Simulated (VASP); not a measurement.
The system is BeTe.

```
Te Be
1.0
     0.00000    2.77000    2.77000
     2.77000    0.00000    2.77000
     2.77000    2.77000    0.00000
Te Be
1 1
Direct
  0.75000 0.75000 0.75000
  0.00000 0.00000 0.00000
```

- Program: VASP 6.6.1
- Task: relaxation of cell and atoms
- Functional: PBE
- Dispersion: D3(BJ)
- Potentials or basis: VASP PAW PBE potentials, release 64 (Te, Be)
- Cutoff: 600 eV
- k mesh: 8 × 8 × 8
- Occupations: fermi-dirac, width 0.05 eV
- Spin: no spin polarisation

At the start: pressure 1.6 GPa; volume 21.25 Å³/atom.

Q: How do energy, volume and symmetry change on relaxing?

A: Over 3 steps the energy falls by 2.6 meV/atom and the volume is 21.79 Å³/atom (+2.5 %); space group F-43m (No. 216, to 0.05 Å).

The path:
| step | energy change (eV) | largest force (eV/Å) | pressure (GPa) | volume (Å³) |
| --- | --- | --- | --- | --- |
| 1 | 0.0000 | 0.0000 | 1.61 | 42.51 |
| 2 | -0.0049 | 0.0000 | -0.37 | 43.84 |
| 3 | -0.0052 | 0.0000 | 0.00 | 43.57 |

Final structure:
```yaml
crystal:
  lattice:
    - [0.00000, 2.79290, 2.79290]
    - [2.79290, 0.00000, 2.79290]
    - [2.79290, 2.79290, 0.00000]
  atoms:
    - { symbol: Te, position: [0.75000, 0.75000, 0.75000] }
    - { symbol: Be, position: [0.00000, 0.00000, 0.00000] }
```
